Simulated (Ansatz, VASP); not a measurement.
# Two plane-wave programs on CaGa2O2

Contents of INCAR:

```
ALGO = Normal
EDIFF = 1E-6
EDIFFG = -0.04
ENCUT = 600
GGA = PE
IBRION = 2
ISIF = 3
ISMEAR = 0
LASPH = T
LCHARG = F
LREAL = F
LWAVE = F
NELM = 80
NSW = 90
PREC = Accurate
SIGMA = 0.1
```

The input KPOINTS:

```
k-points
0
Gamma
  4 4 4
```

The input POSCAR:

```
CaGa2O2
1.0
    3.3528071300     -3.3528071300      0.0000000000
    3.3528071300      3.3528071300      0.0000000000
    0.0000000000      0.0000000000      4.7415853100
Ca Ga O
1 2 2
Direct
    0.5000000000      0.5000000000      0.5000000000
    0.5000000000      0.0000000000      0.0000000000
    0.0000000000      0.5000000000      0.0000000000
    0.7500000000      0.7500000000      0.7500000000
    0.2500000000      0.2500000000      0.2500000000
```

Input for Ansatz:

```yaml
crystal:
  lattice:
    - [3.35280713, -3.35280713, 0.0]
    - [3.35280713, 3.35280713, 0.0]
    - [0.0, 0.0, 4.74158531]
  atoms:
    - { symbol: Ca, position: [0.5, 0.5, 0.5] }
    - { symbol: Ga, position: [0.5, 0.0, 0.0] }
    - { symbol: Ga, position: [0.0, 0.5, 0.0] }
    - { symbol: O, position: [0.75, 0.75, 0.75] }
    - { symbol: O, position: [0.25, 0.25, 0.25] }
basis:
  ecutwfc: 420
kpoints:
  mp_grid: { grid: [4, 4, 4] }
hamiltonian:
  xc: pbe
scf:
  occupations: { method: gaussian, width: 0.1 }
  lower_state_search: "off"
output:
  forces: true
  stress: true
  eigenvalues: true
relax:
  adjacent_minimum: "off"
  f_tol: 0.04
  max_steps: 70
  cell: { stress_tol: 0.4 }
```

Change from the starting cell: ordered mixture with vacancies on the cation sites of cuprite (C2/m, No. 12).

Alike in both runs: task relaxation of cell and atoms; functional PBE; k mesh 4 × 4 × 4; occupations gaussian, width 0.1 eV; no spin polarisation.

|  | VASP | Ansatz |
| --- | --- | --- |
| version | VASP 6.6.1 | Ansatz 0.2.0 |
| potentials or method | VASP PAW PBE potentials, release 64 (Ca_sv, Ga_d, O), cutoff 600 eV | scalar-relativistic, plane waves, PAW |
| valence electrons in the cell | 48 | 48 |

```tsv
	VASP	Ansatz	Ansatz less VASP
gap on the k mesh at the Fermi level, each at its own relaxed structure (eV)	none	none	-
relaxed volume (Å³/atom)	20.00	19.95	-0.048
relaxed cell length with the largest relative difference (Å)	3.528	3.510	-0.0177
```

A gap of «none» marks a metal or a gap that the smearing closes.
